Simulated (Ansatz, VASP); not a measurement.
**W: VASP beside Ansatz**

```
W
1.0
     0.00000   -3.18356    0.00000
    -3.18356    0.00000    0.00000
     0.00000    0.00000   -3.18356
W
2
Cartesian
  -2.0117 -1.4955 -1.6615
  0.4199 -0.0963 0.0697
```

Change from the starting cell: all atoms moved at random, sigma 0.4 Å a component; relaxed back.

Alike in both runs: task relaxation of cell and atoms; functional PBE; k mesh 10 × 10 × 10; occupations gaussian, width 0.15 eV; no spin polarisation.

|  | VASP | Ansatz |
| --- | --- | --- |
| version | VASP 6.6.1 | Ansatz 0.2.0 |
| potentials or method | VASP PAW PBE potentials, release 64 (W_sv), cutoff 600 eV | scalar-relativistic, plane waves, PAW |
| valence electrons in the cell | 28 | 28 |

```tsv
	VASP	Ansatz	Ansatz less VASP
gap on the k mesh at the Fermi level, each at its own relaxed structure (eV)	none	none	-
relaxed volume (Å³/atom)	16.17	16.14	-0.026
relaxed cell length with the largest relative difference (Å)	3.186	3.184	-0.0019
```

A gap of «none» marks a metal or a gap that the smearing closes.

Neither program's run includes spin-orbit coupling.
